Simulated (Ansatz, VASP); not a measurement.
Two plane-wave programs on TiAl

```
Ti Al
1.0
     3.15580    0.00000    0.00000
     0.00000    3.15580    0.00000
     0.00000    0.00000    3.15580
Ti Al
1 1
Direct
  0.00000 0.00000 0.00000
  0.50000 0.50000 0.50000
```

Alike in both runs: functional PBEsol; k mesh 14 × 14 × 14; occupations gaussian, width 0.1 eV; no spin polarisation.

Ansatz relaxed the structure, and its values are those at the end. VASP's run is a single point on that final structure, the one shown.

|  | VASP | Ansatz |
| --- | --- | --- |
| version | VASP 6.6.1 | Ansatz 0.2.0 |
| potentials or method | VASP PAW PBE potentials, release 64 (Ti_sv, Al), cutoff 500 eV | scalar-relativistic, plane waves, PAW |
| valence electrons in the cell | 15 | 15 |

|  | VASP | Ansatz | Ansatz less VASP |
| --- | --- | --- | --- |
| gap on the k mesh at the Fermi level (eV) | none | none | - |
| pressure (GPa) | 0.0 | 0.0 | -0.01 |

VASP's potentials were made for PBE, not for PBEsol, and Ansatz warns of the same on its side. A gap of «none» marks a metal or a gap that the smearing closes.
